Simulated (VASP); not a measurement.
# ZnO (P6_3mc) in VASP: notebook

ZnO is run at these levels: LDA; tasks: relaxation of cell and atoms.

Everything below comes from runs of VASP 6.6.1. Logs are shortened: lines on timing, memory, paths and dates and some standing lists are left out, and cuts for length are marked.

### 1 The cell of the first run

The structure is hexagonal, space group P6_3mc (No. 186). Conventional cell: a = 3.187 Å, b = 3.187 Å, c = 5.152 Å, α = 90.00°, β = 90.00°, γ = 120.00°. Zn (site symmetry 3m) has 4 O at 1.94 to 1.95 Å within 2.6 Å. O (site symmetry 3m) has 4 Zn at 1.94 to 1.95 Å within 2.6 Å.

### 2 Relaxation of cell and atoms, LDA, target pressure 7 GPa, at which the enthalpy is minimised

INCAR reads:

```
ALGO = Normal
EDIFF = 1E-7
EDIFFG = -0.002
ENCUT = 600
IBRION = 2
ISIF = 3
ISMEAR = 0
LASPH = T
LCHARG = F
LREAL = F
LWAVE = F
NELM = 60
NSW = 100
PREC = Accurate
PSTRESS = 70.0
SIGMA = 0.01
```

KPOINTS reads:

```
k-points
0
Gamma
  8 8 4
```

POSCAR reads:

```
ZnO
1.0
    3.1871169014      0.0000000000      0.0000000000
   -1.5935584507      2.7601242015      0.0000000000
    0.0000000000      0.0000000000      5.1524951181
Zn O
2 2
Direct
    0.3333333333      0.6666666667      0.5002882381
    0.6666666667      0.3333333333      0.0002882381
    0.6666666667      0.3333333333      0.3787217619
    0.3333333333      0.6666666667      0.8787217619
```

Potentials or basis: VASP PAW LDA potentials, release 64 (Zn, O).

Launch:

```console
$ cat potpaw_LDA.64/Zn/POTCAR potpaw_LDA.64/O/POTCAR > POTCAR
$ mpirun -np 1 vasp_std > vasp.out
```

OUTCAR:

```text
EDIFF = 1E-7
   EDIFFG = -0.002
   ENCUT = 600
   IBRION = 2
   ISIF = 3
   ISMEAR = 0
   LASPH = T
   LREAL = F
   NELM = 60
   NSW = 100
   PREC = Accurate
   PSTRESS = 70.0

 ion  position               nearest neighbor table
   1  0.333  0.667  0.500-   3 1.94   3 1.94   3 1.94   4 1.95
   2  0.667  0.333  0.000-   4 1.94   4 1.94   4 1.94   3 1.95
   3  0.667  0.333  0.379-   1 1.94   1 1.94   1 1.94   2 1.95
   4  0.333  0.667  0.879-   2 1.94   2 1.94   2 1.94   1 1.95

  LATTYP: Found a hexagonal cell.
 ALAT       =     3.1871169014
 C/A-ratio  =     1.6166633599

  Lattice vectors:

 A1 = (   3.1871169014,   0.0000000000,   0.0000000000)
 A2 = (  -1.5935584507,   2.7601242015,   0.0000000000)
 A3 = (   0.0000000000,   0.0000000000,   5.1524951181)

Analysis of symmetry for initial positions (statically):
=====================================================================
 Subroutine PRICEL returns:
 Original cell was already a primitive cell.

 Routine SETGRP: Setting up the symmetry group for a
 hexagonal supercell.

 Subroutine GETGRP returns: Found 12 space group operations
 (whereof  6 operations were pure point group operations)
 out of a pool of 24 trial point group operations.

The static configuration has the point symmetry C_3v.
 The point group associated with its full space group is C_6v.

Analysis of symmetry for dynamics (positions and initial velocities):
=====================================================================
 Subroutine PRICEL returns:
 Original cell was already a primitive cell.

 Routine SETGRP: Setting up the symmetry group for a
 hexagonal supercell.

 Subroutine GETGRP returns: Found 12 space group operations
 (whereof  6 operations were pure point group operations)
 out of a pool of 24 trial point group operations.

The dynamic configuration has the point symmetry C_3v.
 The point group associated with its full space group is C_6v.

 Subroutine INISYM returns: Found 12 space group operations
 (whereof  6 operations are pure point group operations),
 and found     1 'primitive' translations

----------------------------------------------------------------------------------------

                                     Primitive cell

  volume of cell :      45.3257

  direct lattice vectors                    reciprocal lattice vectors
     3.187116901  0.000000000  0.000000000     0.313763201  0.181151268  0.000000000
    -1.593558451  2.760124202  0.000000000     0.000000000  0.362302537  0.000000000
     0.000000000  0.000000000  5.152495118     0.000000000  0.000000000  0.194080727

  length of vectors
     3.187116901  3.187116901  5.152495118     0.362302537  0.362302537  0.194080727

  position of ions in fractional coordinates (direct lattice)
     0.333333333  0.666666667  0.500288238
     0.666666667  0.333333333  0.000288238
     0.666666667  0.333333333  0.378721762
     0.333333333  0.666666667  0.878721762

  ion indices of the primitive-cell ions
   primitive index   ion index
                 1           1
                 2           2
                 3           3
                 4           4

----------------------------------------------------------------------------------------

 KPOINTS: k-points

Automatic generation of k-mesh.
 Grid dimensions read from file:
 generate k-points for:    8    8    4

 Generating k-lattice:

  Cartesian coordinates                     Fractional coordinates (reciprocal lattice)
     0.039220400  0.022643909  0.000000000     0.125000000  0.000000000  0.000000000
     0.000000000  0.045287817  0.000000000     0.000000000  0.125000000  0.000000000
     0.000000000  0.000000000  0.048520182     0.000000000  0.000000000  0.250000000

  Length of vectors
     0.045287817  0.045287817  0.048520182

  Shift w.r.t. Gamma in fractional coordinates (k-lattice)
     0.000000000  0.000000000  0.000000000

 Subroutine IBZKPT returns following result:
 ===========================================

 Found     30 irreducible k-points:

 Following reciprocal coordinates:
            Coordinates               Weight
  0.000000  0.000000  0.000000      1.000000
  0.125000  0.000000  0.000000      6.000000
  0.250000  0.000000  0.000000      6.000000
  0.375000  0.000000  0.000000      6.000000
  0.500000  0.000000  0.000000      3.000000
  0.125000  0.125000  0.000000      6.000000
[... 16 lines left out ...]
  0.250000  0.000000  0.500000      6.000000
  0.375000  0.000000  0.500000      6.000000
 [... further k-points ...]
   k-points           NKPTS =     30   k-points in BZ     NKDIM =     30   number of bands    NBANDS=     22
   number of dos      NEDOS =    301   number of ions     NIONS =      4
   total plane-waves  NPLWV =  32928
   dimension x,y,z NGX =    28 NGY =   28 NGZ =   42
   dimension x,y,z NGXF=    56 NGYF=   56 NGZF=   84
   ions per type =               2   2
   NGX,Y,Z   is equivalent  to a cutoff of  14.61, 14.61, 13.55 a.u.
   NGXF,Y,Z  is equivalent  to a cutoff of  29.21, 29.21, 27.10 a.u.
 SYSTEM =  unknown system
   PREC   = accura    normal or accurate (medium, high low for compatibility)
   ISTART =      0    job   : 0-new  1-cont  2-samecut
   ICHARG =      2    charge: 1-file 2-atom 10-const
   ISPIN  =      1    spin polarized calculation?
   LNONCOLLINEAR =      F non collinear calculations
   LSORBIT =      F    spin-orbit coupling
   LASPH  =      T    aspherical Exc in radial PAW
   ENCUT  =  600.0 eV  44.10 Ry    6.64 a.u.   6.37  6.37 10.29*2*pi/ulx,y,z
   NELM   =     60;   NELMIN=  2; NELMDL= -5     # of ELM steps
   EDIFF  = 0.1E-06   stopping-criterion for ELM
   LREAL  =      F    real-space projection
   EDIFFG = -.2E-02   stopping-criterion for IOM
   NSW    =    100    number of steps for IOM
   IBRION =      2    ionic relax: 0-MD 1-quasi-New 2-CG
   NFREE  =      1    steps in history (QN), initial steepest desc. (CG)
   ISIF   =      3    stress and relaxation
   ISYM   =      2    0-nonsym 1-usesym 2-fastsym
   POTIM  = 0.5000    time-step for ionic-motion
   TEBEG  =    0.0;   TEEND  =   0.0 temperature during run
   PSTRESS=   70.0 pullay stress
   NELECT =      36.0000    total number of electrons
   NUPDOWN=      -1.0000    fix difference up-down
   EMIN   =  10.00;   EMAX   =-10.00  energy-range for DOS
   EFERMI =   0.00;   METHOD = LEGACY
   ISMEAR =     0;   SIGMA  =   0.01  broadening in eV -4-tet -1-fermi 0-gaus
   EFERMI_NEDOS =   21; number of points for ismear=-14 and -15
   IALGO  =     38    algorithm
   IMIX   =      4    mixing-type and parameters
     AMIX     =   0.40;   BMIX     =  1.00
     AMIX_MAG =   1.60;   BMIX_MAG =  1.00
  volume/ion in A,a.u.               =      11.33        76.47
  Fermi-wavevector in a.u.,A,eV,Ry     =   1.516099  2.865012 31.273760  2.298557
  Thomas-Fermi vector in A             =   2.625534
   LORBIT       =      0    0 simple, 1 ext, 2 COOP (PROOUT), +10 PAW based schemes
   GGA     = CA    functional components
   LHFCALC =     F    Hartree Fock is set to
   AEXX    =    0.0000 exact exchange contribution
   IVDW    =     0    specifies the selected vdW correction
   LEPSILON=     F    determine dielectric tensor
   LRPA    =     F    only Hartree local field effects (RPA)
 conjugate gradient relaxation of ions
 non-spin polarized calculation
 Gauss-broadening in eV      SIGMA  =   0.01
  energy-cutoff  :      600.00
  volume of cell :       45.33
 maximum number of plane-waves:      1534
 NGX is ok and might be reduce to    28
   NGX = 13   NGY = 13   NGZ = 21

--------------------------------------- Ionic step        1  -------------------------------------------

 number of electron      35.9999997 magnetization

 Free energy of the ion-electron system (eV)
  ---------------------------------------------------
  ext. energy  EPLUGINS =         0.00000000
  ---------------------------------------------------
  free energy    TOTEN  =       -21.16114422 eV

  energy without entropy =      -21.16114422  energy(sigma->0) =      -21.16114422

------------------------ aborting loop because EDIFF is reached ----------------------------------------

  FORCE on cell =-STRESS in cart. coord.  units (eV):
  Direction    XX          YY          ZZ          XY          YZ          ZX
  --------------------------------------------------------------------------------------
  -------------------------------------------------------------------------------------
  Total        0.3058021      0.3058021      0.3047430      0.0000000      0.0000000      0.0000000
  in kB       10.8095319     10.8095319     10.7720938      0.0000000      0.0000000      0.0000000
  external PRESSURE =     -59.2029475 kB  Pullay stress =      70.0000000 kB
[... 99 lines left out ...]
  FREE ENERGIE OF THE ION-ELECTRON SYSTEM (eV)
  ---------------------------------------------------
  free  energy   TOTEN  =       -21.1248799516 eV

  energy  without entropy=      -21.1248799516  energy(sigma->0) =      -21.12487995

  enthalpy is  TOTEN    =       -19.2089550639 eV   P V=        1.9159248878

[... ionic steps 4 to 10 ...]

--------------------------------------- Ionic step       11  -------------------------------------------

 number of electron      35.9999990 magnetization

------------------------ aborting loop because EDIFF is reached ----------------------------------------

  FORCE on cell =-STRESS in cart. coord.  units (eV):
  Direction    XX          YY          ZZ          XY          YZ          ZX
  --------------------------------------------------------------------------------------
  -------------------------------------------------------------------------------------
  Total        1.9266973      1.9266973      1.9314056      0.0000000      0.0000000      0.0000000
  in kB       70.4149761     70.4149761     70.5870496      0.0000000      0.0000000      0.0000000
  external PRESSURE =       0.4723339 kB  Pullay stress =      70.0000000 kB
[... 65 lines left out ...]
  enthalpy is  TOTEN    =       -19.2089574585 eV   P V=        1.9154500078

--------------------------------------- Ionic step       13  -------------------------------------------

 number of electron      35.9999990 magnetization

 Free energy of the ion-electron system (eV)
  ---------------------------------------------------
  ext. energy  EPLUGINS =         0.00000000
  ---------------------------------------------------
  free energy    TOTEN  =       -21.12444408 eV

  energy without entropy =      -21.12444408  energy(sigma->0) =      -21.12444408

 E-fermi :   1.8060     XC(G=0): -11.9057

 val. band max:        1.6841664756   @ k =   0.0000   0.0000   0.0000
 cond. band min:       2.5474775919   @ k =   0.0000   0.0000   0.0000
 fundamental gap:      0.8633111162
 Fermi energy:         1.8060418978

 k-point     1 :       0.0000    0.0000    0.0000
  band No.  band energies     occupation
      1     -16.8397      2.00000
      2     -15.9390      2.00000
      3      -4.7255      2.00000
      4      -4.5397      2.00000
      5      -4.5397      2.00000
      6      -4.4997      2.00000
[... 574 lines left out ...]
      6      -4.0684      2.00000
[... 14 lines left out ...]
     21      10.6731      0.00000
     22      10.6731      0.00000

 [... further k-points ...]

------------------------ aborting loop because EDIFF is reached ----------------------------------------

  FORCE on cell =-STRESS in cart. coord.  units (eV):
  Direction    XX          YY          ZZ          XY          YZ          ZX
  --------------------------------------------------------------------------------------
  -------------------------------------------------------------------------------------
  Total        1.9168695      1.9168695      1.9226604      0.0000000      0.0000000      0.0000000
  in kB       70.0505398     70.0505398     70.2621672      0.0000000      0.0000000      0.0000000
  external PRESSURE =       0.1210823 kB  Pullay stress =      70.0000000 kB
[... 19 lines left out ...]
  FREE ENERGIE OF THE ION-ELECTRON SYSTEM (eV)
  ---------------------------------------------------
  free  energy   TOTEN  =       -21.1244440758 eV

  energy  without entropy=      -21.1244440758  energy(sigma->0) =      -21.12444408

  enthalpy is  TOTEN    =       -19.2089575962 eV   P V=        1.9154864796

 reached required accuracy - stopping structural energy minimisation
```

Wall time 7.4 min (1 thread of Intel Xeon 8259CL, shared host); peak memory 0.18 GiB.

Results:

```yaml
Free_energy: -21.1244 eV
Relaxed_volume: 10.96 Å³/atom
Relaxed_cell: a = 3.152 Å, b = 3.152 Å, c = 5.096 Å, α = 90.00°, β = 90.00°, γ = 120.00°
Space_group_after_relaxing_to_0.1_Å: P6_3mc (No. 186)
Energy_change_on_relaxing_the_run_minimises_the_enthalpy: +9.2 meV/atom
Ionic_steps: 13
Pressure_after_relaxing: 7.0 GPa
Band_gap_on_the_k_mesh: 0.86 eV
```

The path:
| step | energy change (eV) | largest force (eV/Å) | pressure (GPa) | volume (Å³) |
| --- | --- | --- | --- | --- |
| 1 | 0.0000 | 0.0014 | 1.08 | 45.33 |
| 2 | 0.1107 | 0.0065 | 12.76 | 42.63 |
| 3 | 0.0363 | 0.0040 | 7.04 | 43.85 |
| 4 | 0.0350 | 0.0039 | 6.86 | 43.88 |
| 5 | 0.0351 | 0.0008 | 6.85 | 43.88 |
| 6 | 0.0351 | 0.0014 | 6.88 | 43.88 |
| 7 | 0.0353 | 0.0013 | 6.87 | 43.88 |
| 8 | 0.0357 | 0.0004 | 6.90 | 43.86 |
| 9 | 0.0367 | 0.0013 | 6.97 | 43.84 |
| 10 | 0.0370 | 0.0019 | 7.03 | 43.83 |
| 11 | 0.0368 | 0.0016 | 7.05 | 43.84 |
| 12 | 0.0367 | 0.0014 | 7.04 | 43.84 |
| 13 | 0.0367 | 0.0013 | 7.01 | 43.84 |

Final structure:
```
CELL_PARAMETERS angstrom
3.15183 0.00000 0.00000
-1.57592 2.72957 0.00000
0.00000 0.00000 5.09607
ATOMIC_POSITIONS crystal
Zn 0.33333 0.66667 0.50034
Zn 0.66667 0.33333 0.00034
O 0.66667 0.33333 0.37867
O 0.33333 0.66667 0.87867
```

Caveat: the cell is relaxed towards a set pressure, so the run minimises the enthalpy, not the energy. Zero-point motion and thermal expansion aren't in these numbers.

### 3 Relaxation of cell and atoms, LDA, target pressure 10 GPa, at which the enthalpy is minimised

INCAR reads:

```
SYSTEM = ZnO
PREC     = Accurate       ! precision mode
ENCUT    = 600            ! plane-wave cutoff, eV
EDIFF    = 1E-6           ! SCF threshold, eV
ISMEAR   = 0              ! smearing method
SIGMA    = 0.01           ! smearing width, eV
LREAL    = .FALSE.        ! projectors in reciprocal space
LASPH    = .TRUE.         ! aspherical terms in the spheres
NELM     = 100            ! most SCF steps
ALGO     = Normal         ! electronic algorithm
ISIF     = 3              ! what is computed and relaxed
LWAVE    = .FALSE.        ! write WAVECAR
LCHARG   = .FALSE.        ! write CHGCAR
GGA      = CA             ! functional
IBRION   = 2              ! ionic algorithm
NSW      = 100            ! ionic steps
EDIFFG   = -0.002         ! ionic threshold
PSTRESS  = 100.0
```

KPOINTS reads:

```
regular mesh
0
G
  8 8 4
  0 0 0
```

POSCAR is that of step 2.

Potentials or basis: VASP PAW LDA potentials, release 64 (Zn, O).

Launch:

```console
$ cat potpaw_LDA.64/Zn/POTCAR potpaw_LDA.64/O/POTCAR > POTCAR
$ mpirun -np 1 vasp_std > vasp.out
```

Run time: 9.6 min. Hardware: 1 thread of Intel Xeon 8259CL, shared host; peak memory 0.18 GiB.

Results (log left out):

```
Free energy                                                : -21.0898 eV
Relaxed volume                                             : 10.80 Å³/atom
Relaxed cell                                               : a = 3.136 Å, b = 3.136 Å, c = 5.072 Å, α = 90.00°, β = 90.00°, γ = 120.00°
Space group after relaxing (to 0.1 Å)                      : P6_3mc (No. 186)
Energy change on relaxing (the run minimises the enthalpy) : +17.8 meV/atom
Ionic steps                                                : 25
Pressure after relaxing                                    : 10.0 GPa
Band gap on the k mesh                                     : 0.89 eV
```

Step by step:
| step | energy change (eV) | largest force (eV/Å) | pressure (GPa) | volume (Å³) |
| --- | --- | --- | --- | --- |
| 1 | 0.0000 | 0.0014 | 0.98 | 45.33 |
| 2 | 0.2503 | 0.0105 | 20.21 | 41.27 |
| 3 | 0.0698 | 0.0057 | 9.95 | 43.21 |
| 4 | 0.0723 | 0.0058 | 9.98 | 43.17 |
| 5 | 0.0750 | 0.0059 | 10.18 | 43.13 |
| 6 | 0.0707 | 0.0004 | 10.11 | 43.20 |
| 7 | 0.0649 | 0.0071 | 9.46 | 43.29 |
| 8 | 0.0697 | 0.0009 | 9.91 | 43.21 |
| 9 | 0.0702 | 0.0010 | 10.01 | 43.21 |
| 10 | 0.0701 | 0.0013 | 9.87 | 43.21 |
| 11 | 0.0732 | 0.0048 | 10.03 | 43.16 |
| 12 | 0.0725 | 0.0035 | 10.13 | 43.17 |
| 13 | 0.0713 | 0.0016 | 10.08 | 43.19 |
| 14 | 0.0705 | 0.0002 | 9.98 | 43.20 |
| 15 | 0.0707 | 0.0008 | 10.01 | 43.20 |
| 16 | 0.0707 | 0.0034 | 9.95 | 43.20 |
| 17 | 0.0707 | 0.0035 | 9.95 | 43.20 |
| 18 | 0.0709 | 0.0031 | 10.01 | 43.20 |
| 19 | 0.0713 | 0.0057 | 9.99 | 43.19 |
| 20 | 0.0715 | 0.0038 | 10.04 | 43.19 |
| 21 | 0.0716 | 0.0030 | 10.06 | 43.18 |
| 22 | 0.0715 | 0.0020 | 10.01 | 43.19 |
| 23 | 0.0714 | 0.0008 | 9.97 | 43.19 |
| 24 | 0.0714 | 0.0020 | 10.02 | 43.19 |
| 25 | 0.0714 | 0.0010 | 9.98 | 43.19 |

Final structure:
```
Zn O
1.0
     3.13559    0.00000    0.00000
    -1.56779    2.71550    0.00000
     0.00000    0.00000    5.07221
Zn O
2 2
Direct
  0.33333 0.66667 0.50043
  0.66667 0.33333 0.00043
  0.66667 0.33333 0.37858
  0.33333 0.66667 0.87858
```

Levels at points of the mesh, in eV from the valence-band top:
```
           k point  band 16  band 17  band 18  band 19  band 20  band 21
(0.00, 0.00, 0.00)    -0.12     0.00     0.00     0.89     5.48     8.36
(0.50, 0.00, 0.00)    -2.62    -1.49    -0.97     6.10     6.83     7.50
(0.00, 0.00, 0.50)    -0.46    -0.46    -0.46     3.61     3.61    10.24
(0.50, 0.00, 0.50)    -1.74    -1.60    -1.60     5.71     5.71     8.86
```

Caveat: the cell is relaxed towards a set pressure, so the run minimises the enthalpy, not the energy. LDA usually gives volumes a few per cent too small.
